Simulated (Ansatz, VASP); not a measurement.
Two plane-wave programs on Ni

```
CELL_PARAMETERS angstrom
0.00000 1.75931 1.75931
1.75931 0.00000 1.75931
1.75931 1.75931 0.00000
ATOMIC_POSITIONS crystal
Ni 0.00000 0.00000 0.00000
```

Alike in both runs: functional PBE; k mesh 21 × 21 × 21; occupations fermi-dirac, width 0.05 eV; collinear spin.

Ansatz relaxed the structure, and its values are those at the end. VASP's run is a single point on that final structure, the one shown.

|  | VASP | Ansatz |
| --- | --- | --- |
| version | VASP 6.6.1 | Ansatz 0.2.0 |
| potentials or method | VASP PAW PBE potentials, release 64 (Ni) | PAW with Ansatz's default frozen-core files, scalar-relativistic |
| plane-wave cutoff (eV) | 520 | 420 |
| valence electrons in the cell | 10 | 18 |

```csv
,VASP,Ansatz,Ansatz less VASP
pressure (GPa),-0.2,0.0,+0.18
net moment per atom (μB),0.61,0.63,+0.018
size of the moment on the site where the two differ most (μB),0.62,0.67,+0.045
```

Site moments also hang on the region over which each program counts them. The functional is the same, so the differences come from potentials, cutoffs and numerics. VASP's potentials hold 10 valence electrons a cell and Ansatz's 18, so a difference there can come from the potentials and not from the codes.
